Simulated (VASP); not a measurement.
# Hf (Fm-3m) in VASP: further runs

Hf is run at these levels: PBEsol; tasks: electric field gradients.

All numbers are computed with VASP 6.6.1; they aren't measurements. Logs are shortened: lines on timing, memory, paths and dates and some standing lists are left out, and cuts for length are marked.

## Step 1: The cell of the first run

The structure is cubic, space group Fm-3m (No. 225). Conventional cell: a = 4.380 Å, b = 4.380 Å, c = 4.380 Å, α = 90.00°, β = 90.00°, γ = 90.00°. Within 4.1 Å of Hf (site symmetry m-3m) lie 12 Hf at 3.10 Å.

## Step 2: Electric field gradients, PBEsol (volume scaled by 0.96)

INCAR

```
SYSTEM = Hf
  PREC = Accurate
  ENCUT = 520
  EDIFF = 1E-8
  ISMEAR = -1
  SIGMA = 0.03
  LREAL = .False.
  LASPH = .True.
  NELM = 100
  ALGO = Normal
  ISIF = 2
  LWAVE = .False.
  LCHARG = .False.
  GGA = PS
  LEFG = .True.
  NBANDS = 11
```

KPOINTS

```
Automatic mesh
0
Gamma
  16 16 16
  0 0 0
```

POSCAR

```
Hf
1.0
    0.0000000000      2.1899963220      2.1899963220
    2.1899963220      0.0000000000      2.1899963220
    2.1899963220      2.1899963220      0.0000000000
Hf
1
Direct
    0.0000000000      0.0000000000      0.0000000000
```

Potentials or basis: VASP PAW PBE potentials, release 64 (Hf_pv).

Run with:

```bash
cat potpaw_PBE.64/Hf_pv/POTCAR > POTCAR
mpirun -np 1 vasp_std > vasp.out
```

OUTCAR:

```text
SYSTEM = Hf
   PREC = Accurate
   ENCUT = 520
   EDIFF = 1E-8
   ISMEAR = -1
   LREAL = .False.
   LASPH = .True.
   NELM = 100
   ISIF = 2
   GGA = PS

 ion  position               nearest neighbor table
   1  0.000  0.000  0.000-

  LATTYP: Found a face centered cubic cell.
 ALAT       =     4.3799926440

  Lattice vectors:

 A1 = (   0.0000000000,   2.1899963220,   2.1899963220)
 A2 = (   2.1899963220,   0.0000000000,   2.1899963220)
 A3 = (   2.1899963220,   2.1899963220,   0.0000000000)

Analysis of symmetry for initial positions (statically):
=====================================================================
 Subroutine PRICEL returns:
 Original cell was already a primitive cell.

 Routine SETGRP: Setting up the symmetry group for a
 face centered cubic supercell.

 Subroutine GETGRP returns: Found 48 space group operations
 (whereof 48 operations were pure point group operations)
 out of a pool of 48 trial point group operations.

The static configuration has the point symmetry O_h .

Analysis of symmetry for dynamics (positions and initial velocities):
=====================================================================
 Subroutine PRICEL returns:
 Original cell was already a primitive cell.

 Routine SETGRP: Setting up the symmetry group for a
 face centered cubic supercell.

 Subroutine GETGRP returns: Found 48 space group operations
 (whereof 48 operations were pure point group operations)
 out of a pool of 48 trial point group operations.

The dynamic configuration has the point symmetry O_h .

 Subroutine INISYM returns: Found 48 space group operations
 (whereof 48 operations are pure point group operations),
 and found     1 'primitive' translations

----------------------------------------------------------------------------------------

                                     Primitive cell

  volume of cell :      21.0068

  direct lattice vectors                    reciprocal lattice vectors
     0.000000000  2.189996322  2.189996322    -0.228310886  0.228310886  0.228310886
     2.189996322  0.000000000  2.189996322     0.228310886 -0.228310886  0.228310886
     2.189996322  2.189996322  0.000000000     0.228310886  0.228310886 -0.228310886

  length of vectors
     3.097122500  3.097122500  3.097122500     0.395446054  0.395446054  0.395446054

  position of ions in fractional coordinates (direct lattice)
     0.000000000  0.000000000  0.000000000

  ion indices of the primitive-cell ions
   primitive index   ion index
                 1           1

----------------------------------------------------------------------------------------

 KPOINTS: Automatic mesh

Automatic generation of k-mesh.
 Grid dimensions read from file:
 generate k-points for:   16   16   16

 Generating k-lattice:

  Cartesian coordinates                     Fractional coordinates (reciprocal lattice)
    -0.014269430  0.014269430  0.014269430     0.062500000  0.000000000  0.000000000
     0.014269430 -0.014269430  0.014269430     0.000000000  0.062500000  0.000000000
     0.014269430  0.014269430 -0.014269430     0.000000000  0.000000000  0.062500000

  Length of vectors
     0.024715378  0.024715378  0.024715378

  Shift w.r.t. Gamma in fractional coordinates (k-lattice)
     0.000000000  0.000000000  0.000000000

 Subroutine IBZKPT returns following result:
 ===========================================

 Found    145 irreducible k-points:

 Following reciprocal coordinates:
            Coordinates               Weight
  0.000000  0.000000  0.000000      1.000000
  0.062500  0.000000  0.000000      8.000000
  0.125000  0.000000  0.000000      8.000000
  0.187500  0.000000  0.000000      8.000000
  0.250000  0.000000  0.000000      8.000000
  0.312500  0.000000  0.000000      8.000000
[... 16 lines left out ...]
 -0.125000  0.062500  0.000000     24.000000
 -0.062500  0.062500  0.000000     12.000000
 [... further k-points ...]
   k-points           NKPTS =    145   k-points in BZ     NKDIM =    145   number of bands    NBANDS=     11
   number of dos      NEDOS =    301   number of ions     NIONS =      1
   total plane-waves  NPLWV =  13824
   dimension x,y,z NGX =    24 NGY =   24 NGZ =   24
   dimension x,y,z NGXF=    48 NGYF=   48 NGZF=   48
   ions per type =               1
   NGX,Y,Z   is equivalent  to a cutoff of  12.88, 12.88, 12.88 a.u.
   NGXF,Y,Z  is equivalent  to a cutoff of  25.77, 25.77, 25.77 a.u.
 SYSTEM =  Hf
   PREC   = accura    normal or accurate (medium, high low for compatibility)
   ISTART =      0    job   : 0-new  1-cont  2-samecut
   ICHARG =      2    charge: 1-file 2-atom 10-const
   ISPIN  =      1    spin polarized calculation?
   LNONCOLLINEAR =      F non collinear calculations
   LSORBIT =      F    spin-orbit coupling
   LASPH  =      T    aspherical Exc in radial PAW
   ENCUT  =  520.0 eV  38.22 Ry    6.18 a.u.   5.76  5.76  5.76*2*pi/ulx,y,z
   NELM   =    100;   NELMIN=  2; NELMDL= -5     # of ELM steps
   EDIFF  = 0.1E-07   stopping-criterion for ELM
   LREAL  =      F    real-space projection
   EDIFFG = 0.1E-06   stopping-criterion for IOM
   NSW    =      0    number of steps for IOM
   IBRION =     -1    ionic relax: 0-MD 1-quasi-New 2-CG
   NFREE  =      0    steps in history (QN), initial steepest desc. (CG)
   ISIF   =      2    stress and relaxation
   ISYM   =      2    0-nonsym 1-usesym 2-fastsym
   POTIM  = 0.5000    time-step for ionic-motion
   TEBEG  =    0.0;   TEEND  =   0.0 temperature during run
   PSTRESS=    0.0 pullay stress
   NELECT =      10.0000    total number of electrons
   NUPDOWN=      -1.0000    fix difference up-down
   EMIN   =  10.00;   EMAX   =-10.00  energy-range for DOS
   EFERMI =   0.00;   METHOD = LEGACY
   ISMEAR =    -1;   SIGMA  =   0.03  broadening in eV -4-tet -1-fermi 0-gaus
   EFERMI_NEDOS =   21; number of points for ismear=-14 and -15
   IALGO  =     38    algorithm
   IMIX   =      4    mixing-type and parameters
     AMIX     =   0.40;   BMIX     =  1.00
     AMIX_MAG =   1.60;   BMIX_MAG =  1.00
  volume/ion in A,a.u.               =      21.01       141.76
  Fermi-wavevector in a.u.,A,eV,Ry     =   1.278267  2.415574 22.231451  1.633966
  Thomas-Fermi vector in A             =   2.410819
   LORBIT       =      0    0 simple, 1 ext, 2 COOP (PROOUT), +10 PAW based schemes
   GGA     = PS    functional components
   LHFCALC =     F    Hartree Fock is set to
   AEXX    =    0.0000 exact exchange contribution
   IVDW    =     0    specifies the selected vdW correction
   LEPSILON=     F    determine dielectric tensor
   LRPA    =     F    only Hartree local field effects (RPA)
 non-spin polarized calculation
  energy-cutoff  :      520.00
  volume of cell :       21.01
 maximum number of plane-waves:       588
   NGX = 11   NGY = 11   NGZ = 11

 number of electron      10.0000001 magnetization

 Free energy of the ion-electron system (eV)
  ---------------------------------------------------
  ext. energy  EPLUGINS =         0.00000000
  ---------------------------------------------------
  free energy    TOTEN  =       -10.43078683 eV

  energy without entropy =      -10.42566100  energy(sigma->0) =      -10.42822391

 E-fermi :   5.0265     XC(G=0): -11.6839

 val. band max:        5.0234498099   @ k =   0.3125   0.0000   0.0000
 cond. band min:       5.0434986311   @ k =  -0.3125   0.3125   0.0625
 fundamental gap:      0.0200488212
 Fermi energy:         5.0264715199

 k-point     1 :       0.0000    0.0000    0.0000
  band No.  band energies     occupation
      1     -24.7070      2.00000
      2     -24.7070      2.00000
      3     -24.7070      2.00000
      4      -2.4056      2.00000
      5       6.4370      0.00000
      6       6.4370      0.00000
      7       6.4370      0.00000
      8       9.4551      0.00000
      9       9.4551      0.00000
     10      16.6032      0.00000
     11      18.2891      0.00000

 k-point     2 :       0.0625    0.0000    0.0000
  band No.  band energies     occupation
      1     -24.7485      2.00000
      2     -24.7121      2.00000
      3     -24.7121      2.00000
      4      -2.2575      2.00000
      5       6.2852      0.00000
      6       6.5085      0.00000
      7       6.5085      0.00000
      8       9.3728      0.00000
      9       9.3728      0.00000
     10      16.9353      0.00000
     11      18.2884      0.00000

 k-point     3 :       0.1250    0.0000    0.0000
  band No.  band energies     occupation
      1     -24.8653      2.00000
      2     -24.7267      2.00000
      3     -24.7267      2.00000
      4      -1.8308      2.00000
      5       5.9062      0.00000
      6       6.6861      0.00000
      7       6.6861      0.00000
      8       9.2009      0.00000
      9       9.2009      0.00000
     10      17.7476      0.00000
     11      18.2853      0.00000

 k-point     4 :       0.1875    0.0000    0.0000
  band No.  band energies     occupation
      1     -25.0361      2.00000
      2     -24.7485      2.00000
      3     -24.7485      2.00000
      4      -1.1807      2.00000
      5       5.4627      0.00000
      6       6.8421      0.00000
      7       6.8421      0.00000
      8       9.1470      0.00000
      9       9.1470      0.00000
     10      17.6278      0.00000
     11      18.2941      0.00000
[... 239 lines left out ...]
 k-point    22 :      -0.1875    0.0625    0.0000
  band No.  band energies     occupation
      1     -25.1082      2.00000
      2     -24.7950      2.00000
      3     -24.7460      2.00000
      4      -0.8107      2.00000
      5       5.2422      0.00151
      6       6.7971      0.00000
      7       6.9876      0.00000
      8       8.6754      0.00000
      9       9.6984      0.00000
     10      17.6126      0.00000
     11      18.2967      0.00000

 k-point    23 :      -0.1250    0.0625    0.0000
  band No.  band energies     occupation
      1     -24.9342      2.00000
      2     -24.7647      2.00000
      3     -24.7257      2.00000
      4      -1.5118      2.00000
      5       5.6473      0.00000
      6       6.7813      0.00000
      7       6.8349      0.00000
      8       8.7559      0.00000
      9       9.4734      0.00000
     10      18.2322      0.00000
     11      18.3057      0.00000

 k-point    24 :      -0.0625    0.0625    0.0000
  band No.  band energies     occupation
      1     -24.8067      2.00000
      2     -24.7355      2.00000
      3     -24.7137      2.00000
      4      -2.0161      2.00000
      5       6.0461      0.00000
      6       6.6163      0.00000
      7       6.6357      0.00000
      8       9.0744      0.00000
      9       9.4391      0.00000
     10      17.4523      0.00000
     11      18.2870      0.00000

 [... further k-points ...]

------------------------ aborting loop because EDIFF is reached ----------------------------------------

  FORCE on cell =-STRESS in cart. coord.  units (eV):
  Direction    XX          YY          ZZ          XY          YZ          ZX
  --------------------------------------------------------------------------------------
  -------------------------------------------------------------------------------------
  Total        0.3234711      0.3234711      0.3234711      0.0000000      0.0000000      0.0000000
  in kB       24.6709515     24.6709515     24.6709515      0.0000000      0.0000000      0.0000000
  external PRESSURE =      24.6709515 kB  Pullay stress =       0.0000000 kB

 VOLUME and BASIS-vectors are now :
 -----------------------------------------------------------------------------
  energy-cutoff  :      520.00
  volume of cell :       21.01
      direct lattice vectors                 reciprocal lattice vectors
     0.000000000  2.189996322  2.189996322    -0.228310886  0.228310886  0.228310886
     2.189996322  0.000000000  2.189996322     0.228310886 -0.228310886  0.228310886
     2.189996322  2.189996322  0.000000000     0.228310886  0.228310886 -0.228310886

 POSITION                                       TOTAL-FORCE (eV/Angst)
 -----------------------------------------------------------------------------------
      0.00000      0.00000      0.00000        -0.000000     -0.000000      0.000000
 -----------------------------------------------------------------------------------
    total drift:                               -0.000000      0.000000     -0.000000

  FREE ENERGIE OF THE ION-ELECTRON SYSTEM (eV)
  ---------------------------------------------------
  free  energy   TOTEN  =       -10.4307868315 eV

  energy  without entropy=      -10.4256609958  energy(sigma->0) =      -10.42822391

 Electric field gradients (V/A^2)
---------------------------------------------------------------------
 ion       V_xx      V_yy      V_zz      V_xy      V_xz      V_yz
---------------------------------------------------------------------
   1      -0.000    -0.000     0.000    -0.000    -0.000    -0.000
---------------------------------------------------------------------

 Electric field gradients after diagonalization (V/A^2)
 (convention: |V_zz| > |V_xx| > |V_yy|)
----------------------------------------------------------------------
 ion       V_xx      V_yy      V_zz     asymmetry (V_yy - V_xx)/ V_zz
----------------------------------------------------------------------
   1       0.000     0.000    -0.000       0.000
----------------------------------------------------------------------

           NMR quadrupolar parameters

 Cq : quadrupolar parameter    Cq=e*Q*V_zz/h
 eta: asymmetry parameters     (V_yy - V_xx)/ V_zz
 Q  : nuclear electric quadrupole moment in mb (millibarn)
----------------------------------------------------------------------
 ion       Cq(MHz)       eta       Q (mb)
----------------------------------------------------------------------
   1      -0.000       0.000       1.000
----------------------------------------------------------------------
```

Wall time 16 s (1 thread of Intel Xeon 6975P-C, shared host); peak memory 0.16 GiB.

Results:

* Free energy: -10.4308 eV
* Pressure: 2.5 GPa
* Band gap on the k mesh: zero (band 5 reaches 6.44 eV, above the bottom of band 6 at 4.61 eV)

Caveat: without QUAD_EFG the Cq values of the log hold for a quadrupole moment of 1 mb, not for the nuclei; the PAW data sets were made with another functional, which shifts forces and pressure a little; spin-orbit coupling is left out, which moves the levels of the heavy elements.

(Part 1 of 2 ends here.)
